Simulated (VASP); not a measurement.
# V (I4_1/amd) in VASP: relaxation of cell and atoms with PBE

Aim: the relaxation of cell and atoms of V with PBE.

All numbers are computed with VASP 6.6.1; they aren't measurements. Logs are shortened: lines on timing, memory, paths and dates and some standing lists are left out, and cuts for length are marked.

## (1) The cell of the first run

Symmetry: I4_1/amd, No. 141, tetragonal system. Conventional cell: a = 4.709 Å, b = 4.709 Å, c = 2.569 Å, α = 90.00°, β = 90.00°, γ = 90.00°. V (site symmetry -4m2) has 10 V at 2.44 to 3.04 Å within 3.2 Å.

## (2) Relaxation of cell and atoms, PBE

File INCAR:

```
ALGO = Fast
EDIFF = 1E-6
EDIFFG = -0.01
ENCUT = 600
GGA = PE
IBRION = 2
ISIF = 3
ISMEAR = 0
LASPH = True
LCHARG = False
LREAL = False
LWAVE = False
NELM = 80
NSW = 100
PREC = Accurate
SIGMA = 0.1
```

File KPOINTS:

```
k-points
0
Gamma
  24 24 24
```

File POSCAR:

```
V
1.0
   -2.3544392031      2.3544392031      1.2843900470
    2.3544392031     -2.3544392031      1.2843900470
    2.3544392031      2.3544392031     -1.2843900470
V
2
Direct
    0.0000000000      0.0000000000      0.0000000000
    0.7500000000      0.2500000000      0.5000000000
```

Potentials or basis: VASP PAW PBE potentials, release 64 (V_sv).

Started as:

```bash
$ cat potpaw_PBE.64/V_sv/POTCAR > POTCAR
$ mpirun -np 1 vasp_std > vasp.out
```

OUTCAR:

```text
EDIFF = 1E-6
   EDIFFG = -0.01
   ENCUT = 600
   GGA = PE
   IBRION = 2
   ISIF = 3
   ISMEAR = 0
   LASPH = True
   LREAL = False
   NELM = 80
   NSW = 100
   PREC = Accurate

 ion  position               nearest neighbor table
   1  0.000  0.000  0.000-   2 2.44   2 2.44   2 2.44   2 2.44
   2  0.750  0.250  0.500-   1 2.44   1 2.44   1 2.44   1 2.44

  LATTYP: Found a body centered tetragonal cell.
 ALAT       =     4.7088784062
 C/A-ratio  =     0.5455184595

  Lattice vectors:

 A1 = (  -2.3544392031,   2.3544392031,   1.2843900470)
 A2 = (   2.3544392031,  -2.3544392031,   1.2843900470)
 A3 = (   2.3544392031,   2.3544392031,  -1.2843900470)

Analysis of symmetry for initial positions (statically):
=====================================================================
 Subroutine PRICEL returns:
 Original cell was already a primitive cell.

 Routine SETGRP: Setting up the symmetry group for a
 body centered tetragonal supercell.

 Subroutine GETGRP returns: Found 16 space group operations
 (whereof  8 operations were pure point group operations)
 out of a pool of 16 trial point group operations.

The static configuration has the point symmetry D_2d.
 The point group associated with its full space group is D_4h.

Analysis of symmetry for dynamics (positions and initial velocities):
=====================================================================
 Subroutine PRICEL returns:
 Original cell was already a primitive cell.

 Routine SETGRP: Setting up the symmetry group for a
 body centered tetragonal supercell.

 Subroutine GETGRP returns: Found 16 space group operations
 (whereof  8 operations were pure point group operations)
 out of a pool of 16 trial point group operations.

The dynamic configuration has the point symmetry D_2d.
 The point group associated with its full space group is D_4h.

 Subroutine INISYM returns: Found 16 space group operations
 (whereof  8 operations are pure point group operations),
 and found     1 'primitive' translations

----------------------------------------------------------------------------------------

                                     Primitive cell

  volume of cell :      28.4795

  direct lattice vectors                    reciprocal lattice vectors
    -2.354439203  2.354439203  1.284390047     0.000000000  0.212364796  0.389289843
     2.354439203 -2.354439203  1.284390047     0.212364796  0.000000000  0.389289843
     2.354439203  2.354439203 -1.284390047     0.212364796  0.212364796  0.000000000

  length of vectors
     3.568812928  3.568812928  3.568812928     0.443447165  0.443447165  0.300329174

  position of ions in fractional coordinates (direct lattice)
     0.000000000  0.000000000  0.000000000
     0.750000000  0.250000000  0.500000000

  ion indices of the primitive-cell ions
   primitive index   ion index
                 1           1
                 2           2

----------------------------------------------------------------------------------------

 KPOINTS: k-points

Automatic generation of k-mesh.
 Grid dimensions read from file:
 generate k-points for:   24   24   24

 Generating k-lattice:

  Cartesian coordinates                     Fractional coordinates (reciprocal lattice)
     0.000000000  0.008848533  0.016220410     0.041666667  0.000000000  0.000000000
     0.008848533  0.000000000  0.016220410     0.000000000  0.041666667  0.000000000
     0.008848533  0.008848533  0.000000000     0.000000000  0.000000000  0.041666667

  Length of vectors
     0.018476965  0.018476965  0.012513716

  Shift w.r.t. Gamma in fractional coordinates (k-lattice)
     0.000000000  0.000000000  0.000000000

 Subroutine IBZKPT returns following result:
 ===========================================

 Found   1063 irreducible k-points:

 Following reciprocal coordinates:
            Coordinates               Weight
  0.000000  0.000000  0.000000      1.000000
  0.041667  0.000000  0.000000      8.000000
  0.083333  0.000000  0.000000      8.000000
  0.125000  0.000000 -0.000000      8.000000
  0.166667  0.000000 -0.000000      8.000000
  0.208333  0.000000 -0.000000      8.000000
[... 16 lines left out ...]
  0.416667  0.041667  0.000000     16.000000
  0.458333  0.041667 -0.000000     16.000000
 [... further k-points ...]
   k-points           NKPTS =   1063   k-points in BZ     NKDIM =   1063   number of bands    NBANDS=     17
   number of dos      NEDOS =    301   number of ions     NIONS =      2
   total plane-waves  NPLWV =  27000
   dimension x,y,z NGX =    30 NGY =   30 NGZ =   30
   dimension x,y,z NGXF=    60 NGYF=   60 NGZF=   60
   ions per type =               2
   NGX,Y,Z   is equivalent  to a cutoff of  13.97, 13.97, 13.97 a.u.
   NGXF,Y,Z  is equivalent  to a cutoff of  27.95, 27.95, 27.95 a.u.
 SYSTEM =  unknown system
   PREC   = accura    normal or accurate (medium, high low for compatibility)
   ISTART =      0    job   : 0-new  1-cont  2-samecut
   ICHARG =      2    charge: 1-file 2-atom 10-const
   ISPIN  =      1    spin polarized calculation?
   LNONCOLLINEAR =      F non collinear calculations
   LSORBIT =      F    spin-orbit coupling
   LASPH  =      T    aspherical Exc in radial PAW
   ENCUT  =  600.0 eV  44.10 Ry    6.64 a.u.   7.13  7.13  7.13*2*pi/ulx,y,z
   NELM   =     80;   NELMIN=  2; NELMDL= -5     # of ELM steps
   EDIFF  = 0.1E-05   stopping-criterion for ELM
   LREAL  =      F    real-space projection
   EDIFFG = -.1E-01   stopping-criterion for IOM
   NSW    =    100    number of steps for IOM
   IBRION =      2    ionic relax: 0-MD 1-quasi-New 2-CG
   NFREE  =      1    steps in history (QN), initial steepest desc. (CG)
   ISIF   =      3    stress and relaxation
   ISYM   =      2    0-nonsym 1-usesym 2-fastsym
   POTIM  = 0.5000    time-step for ionic-motion
   TEBEG  =    0.0;   TEEND  =   0.0 temperature during run
   PSTRESS=    0.0 pullay stress
   NELECT =      26.0000    total number of electrons
   NUPDOWN=      -1.0000    fix difference up-down
   EMIN   =  10.00;   EMAX   =-10.00  energy-range for DOS
   EFERMI =   0.00;   METHOD = LEGACY
   ISMEAR =     0;   SIGMA  =   0.10  broadening in eV -4-tet -1-fermi 0-gaus
   EFERMI_NEDOS =   21; number of points for ismear=-14 and -15
   IALGO  =     68    algorithm
   IMIX   =      4    mixing-type and parameters
     AMIX     =   0.40;   BMIX     =  1.00
     AMIX_MAG =   1.60;   BMIX_MAG =  1.00
  volume/ion in A,a.u.               =      14.24        96.09
  Fermi-wavevector in a.u.,A,eV,Ry     =   1.588140  3.001149 34.316439  2.522187
  Thomas-Fermi vector in A             =   2.687189
   LORBIT       =      0    0 simple, 1 ext, 2 COOP (PROOUT), +10 PAW based schemes
   GGA     = PE    functional components
   LHFCALC =     F    Hartree Fock is set to
   AEXX    =    0.0000 exact exchange contribution
   IVDW    =     0    specifies the selected vdW correction
   LEPSILON=     F    determine dielectric tensor
   LRPA    =     F    only Hartree local field effects (RPA)
 conjugate gradient relaxation of ions
 non-spin polarized calculation
 RMM-DIIS sequential band-by-band and
 Gauss-broadening in eV      SIGMA  =   0.10
  energy-cutoff  :      600.00
  volume of cell :       28.48
 maximum number of plane-waves:       971
 NGX is ok and might be reduce to    30
   NGX = 15   NGY = 15   NGZ = 15

--------------------------------------- Ionic step        1  -------------------------------------------

 number of electron      25.9999999 magnetization

 Free energy of the ion-electron system (eV)
  ---------------------------------------------------
  ext. energy  EPLUGINS =         0.00000000
  ---------------------------------------------------
  free energy    TOTEN  =       -17.04298864 eV

  energy without entropy =      -17.03110619  energy(sigma->0) =      -17.03704741

------------------------ aborting loop because EDIFF is reached ----------------------------------------

  FORCE on cell =-STRESS in cart. coord.  units (eV):
  Direction    XX          YY          ZZ          XY          YZ          ZX
  --------------------------------------------------------------------------------------
  -------------------------------------------------------------------------------------
  Total       -0.5204178     -0.5204178     -0.1551172      0.0000000      0.0000000      0.0000000
  in kB      -29.2772869    -29.2772869     -8.7264718      0.0000000      0.0000000      0.0000000
  external PRESSURE =     -22.4270152 kB  Pullay stress =       0.0000000 kB

 VOLUME and BASIS-vectors are now :
 -----------------------------------------------------------------------------
  energy-cutoff  :      600.00
  volume of cell :       28.48
      direct lattice vectors                 reciprocal lattice vectors
    -2.354439203  2.354439203  1.284390047     0.000000000  0.212364796  0.389289843
     2.354439203 -2.354439203  1.284390047     0.212364796  0.000000000  0.389289843
     2.354439203  2.354439203 -1.284390047     0.212364796  0.212364796  0.000000000
[... 109 lines left out ...]
 POSITION                                       TOTAL-FORCE (eV/Angst)
 -----------------------------------------------------------------------------------
      2.33239     -2.33239      1.28783         0.000000     -0.000000     -0.000000
      0.00000      2.33239      0.64391        -0.000000      0.000000      0.000000
 -----------------------------------------------------------------------------------
    total drift:                                0.000000     -0.000000      0.000000

  FREE ENERGIE OF THE ION-ELECTRON SYSTEM (eV)
  ---------------------------------------------------
  free  energy   TOTEN  =       -17.0479261865 eV

  energy  without entropy=      -17.0361335566  energy(sigma->0) =      -17.04202987

--------------------------------------- Ionic step        5  -------------------------------------------

 number of electron      26.0000004 magnetization

 Free energy of the ion-electron system (eV)
  ---------------------------------------------------
  ext. energy  EPLUGINS =         0.00000000
  ---------------------------------------------------
  free energy    TOTEN  =       -17.04805215 eV

  energy without entropy =      -17.03621298  energy(sigma->0) =      -17.04213256

 E-fermi :   9.5388     XC(G=0): -12.6149

 val. band max:        9.5368122049   @ k =  -0.3333   0.5000   0.0833
 cond. band min:       9.5400431745   @ k =  -0.1667  -0.3750   0.1250
 fundamental gap:      0.0032309696
 Fermi energy:         9.5387814456

 k-point     1 :       0.0000    0.0000    0.0000
  band No.  band energies     occupation
      1     -54.4800      2.00000
      2     -54.0945      2.00000
      3     -28.6349      2.00000
      4     -28.6349      2.00000
      5     -27.7775      2.00000
      6     -27.7638      2.00000
[... 9 lines left out ...]
     16      11.4537      0.00000
     17      11.4537      0.00000
[... 441 lines left out ...]
 k-point    24 :       0.4583    0.0417   -0.0000
  band No.  band energies     occupation
      1     -54.2791      2.00000
      2     -54.1132      2.00000
      3     -28.5942      2.00000
      4     -28.5502      2.00000
      5     -28.4432      2.00000
      6     -28.0897      2.00000
[... 9 lines left out ...]
     16      11.6326      0.00000
     17      12.3700      0.00000

 [... further k-points ...]

------------------------ aborting loop because EDIFF is reached ----------------------------------------

  FORCE on cell =-STRESS in cart. coord.  units (eV):
  Direction    XX          YY          ZZ          XY          YZ          ZX
  --------------------------------------------------------------------------------------
  -------------------------------------------------------------------------------------
  Total       -0.0099400     -0.0099400      0.0043857      0.0000000      0.0000000      0.0000000
  in kB       -0.5680633     -0.5680633      0.2506389      0.0000000      0.0000000      0.0000000
  external PRESSURE =      -0.2951626 kB  Pullay stress =       0.0000000 kB

 VOLUME and BASIS-vectors are now :
 -----------------------------------------------------------------------------
  energy-cutoff  :      600.00
  volume of cell :       28.04
      direct lattice vectors                 reciprocal lattice vectors
    -2.330225370  2.330225370  1.290757846     0.000000000  0.214571520  0.387369328
     2.330225370 -2.330225370  1.290757846     0.214571520  0.000000000  0.387369328
     2.330225370  2.330225370 -1.290757846     0.214571520  0.214571520  0.000000000

 POSITION                                       TOTAL-FORCE (eV/Angst)
 -----------------------------------------------------------------------------------
     -0.00000      0.00000      0.00000         0.000000      0.000000     -0.000000
     -0.00000      2.33023      0.64538        -0.000000     -0.000000      0.000000
 -----------------------------------------------------------------------------------
    total drift:                                0.000000     -0.000000      0.000000

  FREE ENERGIE OF THE ION-ELECTRON SYSTEM (eV)
  ---------------------------------------------------
  free  energy   TOTEN  =       -17.0480521481 eV

  energy  without entropy=      -17.0362129775  energy(sigma->0) =      -17.04213256

 reached required accuracy - stopping structural energy minimisation
```

Run time: 40 min. Hardware: 1 thread of Oxide Virtual Turin-like, shared host; peak memory 0.58 GiB.

Results:

| Item | Value |
| --- | --- |
| Free energy | -17.0481 eV |
| Relaxed volume | 14.02 Å³/atom |
| Relaxed cell | a = 3.539 Å, b = 3.539 Å, c = 3.539 Å, α = 97.64°, β = 97.64°, γ = 137.22° |
| Space group after relaxing (to 0.1 Å) | I4_1/amd (No. 141) |
| Energy gained by relaxing | 2.5 meV/atom |
| Ionic steps | 5 |
| Pressure after relaxing | 0.0 GPa |
| Band gap on the k mesh | zero (bands 13 and 14 overlap by 1.00 eV) |

Stress tensor (GPa, compression positive):
```
-0.06  0.00  0.00
 0.00 -0.06  0.00
 0.00  0.00  0.03
```

Step by step:
| step | energy change (eV) | largest force (eV/Å) | pressure (GPa) | volume (Å³) |
| --- | --- | --- | --- | --- |
| 1 | 0.0000 | 0.0000 | -2.24 | 28.48 |
| 2 | -0.0021 | 0.0000 | 2.15 | 27.67 |
| 3 | -0.0041 | 0.0000 | 0.28 | 28.00 |
| 4 | -0.0049 | 0.0000 | 0.15 | 28.02 |
| 5 | -0.0051 | 0.0000 | -0.03 | 28.04 |

Final structure:
```yaml
crystal:
  lattice:
    - [-2.33023, 2.33023, 1.29076]
    - [2.33023, -2.33023, 1.29076]
    - [2.33023, 2.33023, -1.29076]
  atoms:
    - { symbol: V, position: [0.00000, 0.00000, 0.00000] }
    - { symbol: V, position: [0.75000, 0.25000, 0.50000] }
```
